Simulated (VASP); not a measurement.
SnSe2:

```
Sn Se
1.0
     3.81100    0.00000    0.00000
    -1.90550    3.30042    0.00000
     0.00000    0.00000    6.13600
Sn Se
1 2
Direct
  0.00000 0.00000 0.00000
  0.33333 0.66667 0.24900
  0.66667 0.33333 0.75100
```

* Program: VASP 6.6.1
* Task: relaxation of cell and atoms
* Functional: LDA
* Potentials or basis: VASP PAW LDA potentials, release 64 (Sn_d, Se)
* Cutoff: 600 eV
* k mesh: 12 × 12 × 4
* Occupations: fermi-dirac, width 0.02 eV
* Spin: no spin polarisation

At the start: pressure 1.0 GPa; volume 25.73 Å³/atom.

Task: Where does the relaxation end?

Result: Over 18 steps the energy falls by 13.1 meV/atom and the volume is 24.59 Å³/atom (-4.4 %); space group P-3m1 (No. 164, to 0.05 Å).

The path:
```csv
step,energy change (eV),largest force (eV/Å),pressure (GPa),volume (Å³)
1,0.0000,0.5108,0.98,77.18
2,-0.0131,0.0112,-1.48,78.95
3,-0.0155,0.1303,-0.82,78.45
4,-0.0222,0.0902,-0.37,77.43
5,-0.0231,0.0654,-0.07,76.83
6,-0.0255,0.0822,0.06,76.45
7,-0.0309,0.1328,0.43,75.32
8,-0.0321,0.2317,1.41,73.04
9,-0.0333,0.1992,1.04,73.88
10,-0.0342,0.1852,0.96,73.86
11,-0.0364,0.1439,0.73,73.80
12,-0.0388,0.0641,0.29,73.66
13,-0.0391,0.0278,0.10,73.60
14,-0.0391,0.0245,0.08,73.59
15,-0.0392,0.0207,0.05,73.62
16,-0.0393,0.0097,0.01,73.72
17,-0.0392,0.0138,-0.10,73.90
18,-0.0393,0.0005,-0.04,73.78
```

Final structure:
```yaml
crystal:
  lattice:
    - [3.80465, 0.00000, 0.00000]
    - [-1.90232, 3.29492, 0.00000]
    - [0.00000, 0.00000, 5.88559]
  atoms:
    - { symbol: Sn, position: [0.00000, 0.00000, 0.00000] }
    - { symbol: Se, position: [0.33333, 0.66667, 0.26828] }
    - { symbol: Se, position: [0.66667, 0.33333, 0.73172] }
```
